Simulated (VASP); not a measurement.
**Ga: single point with PBE**

Ga:

```
Ga
1.0
    -1.68742    1.68742    1.68742
     1.68742   -1.68742    1.68742
     1.68742    1.68742   -1.68742
Ga
1
Direct
  0.00000 0.00000 0.00000
```

| Quantity | Value |
| --- | --- |
| Program | VASP 6.6.1 |
| Task | single point |
| Functional | PBE |
| Potentials or basis | VASP PAW PBE potentials, release 64 (Ga_d) |
| Cutoff | 520 eV |
| k mesh | 17 × 17 × 17 |
| Occupations | fermi-dirac, width 0.05 eV |
| Spin | no spin polarisation |

| Property | Result |
| --- | --- |
| Pressure | 0.1 GPa |

Levels at points of the mesh, in eV from the Fermi level:
| k point | band 2 | band 3 | band 4 | band 5 | band 6 | band 7 | band 8 | band 9 | band 10 | band 11 |
| --- | --- | --- | --- | --- | --- | --- | --- | --- | --- | --- |
| (0.00, 0.00, 0.00) | -14.96 | -14.96 | -14.78 | -14.78 | -10.94 | 12.30 | 12.30 | 12.30 | 16.95 | 16.95 |

It took 9.6 s on 1 thread of Intel(R) Xeon(R) 6975P-C (Granite Rapids) (shared host), peak memory 0.16 GiB.
